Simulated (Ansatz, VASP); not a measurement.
**C in VASP and in Ansatz**

The input INCAR:

```
  PREC = Accurate
  ENCUT = 520
  EDIFF = 1E-6
  ISMEAR = 0
  SIGMA = 0.05
  LREAL = Auto
  LASPH = T
  NELM = 100
  ALGO = Normal
  ISIF = 2
  LWAVE = F
  LCHARG = T
  GGA = PS
  LELF = T
  LVHAR = T
  NBANDS = 43
```

KPOINTS

```
regular mesh
0
Gamma
  6 6 6
```

POSCAR

```
C
1.0
    0.0000000000      3.5537981836     -3.5537981836
   -3.5537981836      0.0000000000     -3.5537981836
   -3.5537981836      3.5537981836      0.0000000000
C
15
Direct
    0.2500000000      0.7500000000      0.2500000000
    0.7500000000      0.2500000000      0.2500000000
    0.2500000000      0.2500000000      0.2500000000
    0.7500000000      0.7500000000      0.7500000000
    0.2500000000      0.7500000000      0.7500000000
    0.7500000000      0.2500000000      0.7500000000
    0.2500000000      0.2500000000      0.7500000000
    0.8750000000      0.3750000000      0.3750000000
    0.3750000000      0.3750000000      0.3750000000
    0.8236465931      0.8236465931      0.3839568137
    0.3750000000      0.8750000000      0.3750000000
    0.8750000000      0.3750000000      0.8750000000
    0.3750000000      0.3750000000      0.8750000000
    0.8750000000      0.8750000000      0.8750000000
    0.3750000000      0.8750000000      0.8750000000
```

Input for Ansatz:

```yaml
crystal:
  lattice:
    - [0.0, 3.5537981836, -3.5537981836]
    - [-3.5537981836, 0.0, -3.5537981836]
    - [-3.5537981836, 3.5537981836, 0.0]
  atoms:
    - { symbol: C, position: [0.25, 0.75, 0.25] }
    - { symbol: C, position: [0.75, 0.25, 0.25] }
    - { symbol: C, position: [0.25, 0.25, 0.25] }
    - { symbol: C, position: [0.75, 0.75, 0.75] }
    - { symbol: C, position: [0.25, 0.75, 0.75] }
    - { symbol: C, position: [0.75, 0.25, 0.75] }
    - { symbol: C, position: [0.25, 0.25, 0.75] }
    - { symbol: C, position: [0.875, 0.375, 0.375] }
    - { symbol: C, position: [0.375, 0.375, 0.375] }
    - { symbol: C, position: [0.8236465931, 0.8236465931, 0.3839568137] }
    - { symbol: C, position: [0.375, 0.875, 0.375] }
    - { symbol: C, position: [0.875, 0.375, 0.875] }
    - { symbol: C, position: [0.375, 0.375, 0.875] }
    - { symbol: C, position: [0.875, 0.875, 0.875] }
    - { symbol: C, position: [0.375, 0.875, 0.875] }
basis:
  ecutwfc: 420
kpoints:
  mp_grid: { grid: [6, 6, 6] }
hamiltonian:
  xc: pbesol
  pseudopotentials: { kind: paw, azcp: { folder: soft_1 } }
scf:
  occupations: { method: gaussian, width: 0.05 }
output:
  forces: true
  stress: true
  eigenvalues: true
  write_density: true
  write_potential: true
  elf: true
  volumetric_format: npy
```

Change from the starting cell: C vacancy; atom 10 moved 0.250 of the way to it and +0.175 Å across, host rigid.

Alike in both runs: task single point; functional PBEsol; k mesh 6 × 6 × 6; occupations gaussian, width 0.05 eV; no spin polarisation.

```csv
,VASP,Ansatz
version,VASP 6.6.1,Ansatz 0.2.0
potentials or method,"VASP PAW PBE potentials, release 64 (C), cutoff 520 eV","scalar-relativistic, plane waves, PAW"
valence electrons in the cell,60,60
```

|  | VASP | Ansatz | Ansatz less VASP |
| --- | --- | --- | --- |
| gap on the k mesh at the Fermi level (eV) | none | none | - |
| pressure (GPa) | -9.2 | -10.2 | -1.03 |
| traceless stress, the component that is largest in VASP (GPa) | -10.49 | -10.50 | -0.009 |
| rms of the force components (eV/Å) | 1.480 | 1.488 | +0.0080 |

VASP's potentials were made for PBE, not for PBEsol, and Ansatz warns of the same on its side. Atom by atom the forces differ by 0.013 eV/Å (rms over components). A gap of «none» marks a metal or a gap that the smearing closes. The functional is the same, so the differences come from potentials, cutoffs and numerics.
